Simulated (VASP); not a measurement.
Wanted: the native input for a VASP 6.6.1 run.

- Task: single point
- Functional: LDA
- Potentials or basis: VASP PAW LDA potentials, release 64 (In_d, Pt)
- Cutoff: 520 eV
- k mesh: 10 × 10 × 10
- Occupations: fermi-dirac, width 0.15 eV
- Spin: no spin polarisation
- Dipole correction: no
- Further INCAR settings: ALGO = Fast; EDIFF = 1e-07; NBANDS = 30

The structure of InPt3 lies in POSCAR:

```
InPt3
1.0
    3.9397522745      0.0000000000      0.0000000000
    0.0000000000      3.9397522745      0.0000000000
    0.0000000000      0.0000000000      3.9397522745
In Pt
1 3
Direct
    0.0000000000      0.0000000000      0.0000000000
    0.5000000000      0.5000000000      0.0000000000
    0.0000000000      0.5000000000      0.5000000000
    0.5000000000      0.0000000000      0.5000000000
```

The input as run:

INCAR

```
ALGO     = Fast           # electronic algorithm
EDIFF    = 1E-7           # SCF threshold, eV
ENCUT    = 520            # plane-wave cutoff, eV
ISIF     = 2              # what is computed and relaxed
ISMEAR   = -1             # smearing method
LASPH    = True           # aspherical terms in the spheres
LCHARG   = False          # write CHGCAR
LREAL    = False          # projectors in reciprocal space
LWAVE    = False          # write WAVECAR
NBANDS   = 30             # bands
NELM     = 60             # most SCF steps
PREC     = Accurate       # precision mode
SIGMA    = 0.15           # smearing width, eV
```

KPOINTS

```
k-points
0
Gamma
  10 10 10
```

Potentials or basis: VASP PAW LDA potentials, release 64 (In_d, Pt).

Run with:

```console
$ cat potpaw_LDA.64/In_d/POTCAR potpaw_LDA.64/Pt/POTCAR > POTCAR
$ mpirun -np 1 vasp_std > vasp.out
```

Results of the run:

```yaml
Pressure: 6.1 GPa
Band_gap_on_the_k_mesh: zero (an odd number of electrons rules out a gap without spin polarisation)
```

Caveat: the cell stands under pressure; spin-orbit coupling is left out, which moves the levels of the heavy elements.

Wall time 70 s on 1 thread of Intel(R) Xeon(R) Platinum 8488C (Sapphire Rapids), with other jobs on the host, peak memory 0.21 GiB.
